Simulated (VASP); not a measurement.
Runs of VASP 6.6.1 on ZrC. The structure is that of space group Fm-3m (No. 225), or close to it. The cells are those of the table. 

```csv
task,cell,gap on the mesh (eV),pressure (GPa)
single point,"a = 3.274, b = 3.274, c = 3.224 Å, angles 60.5, 60.5, 59.0°, 2 atoms",none,(a)
electric field gradients,"a = 3.307 Å, angles 60.7°, 2 atoms",none,-4.2
electric field gradients,"a = 3.357 Å, angles 58.7°, 2 atoms",none,-4.2
electric field gradients,"a = 3.275 Å, angles 62.0°, 2 atoms",none,-4.1
single point,"a = 3.275 Å, angles 62.0°, 2 atoms",none,-4.1
single point,"a = 3.340, b = 3.340, c = 3.324 Å, angles 60.2, 60.2, 59.7°, 2 atoms",none,-6.3
single point,"a = 3.374, b = 3.374, c = 3.324 Å, angles 60.5, 60.5, 59.0°, 2 atoms",none,-10.0
```

Alike in all rows: level PBEsol; potentials or basis VASP PAW PBE potentials, release 64 (Zr_sv, C); no spin polarisation; k mesh 15 × 15 × 15; cutoff (eV) 520; smearing fermi-dirac 0.05 eV.

Fill in the values left out.

(a) 11.3.

Caveats: the PAW data sets were made with another functional, which shifts forces and pressure a little; the cell stands under tension (at least some runs); the cell stands under pressure (at least some runs).

A k mesh can miss the band edges, and the runs leave out spin-orbit coupling on Zr.

A gap of «none» marks levels without a gap at the run's occupations.
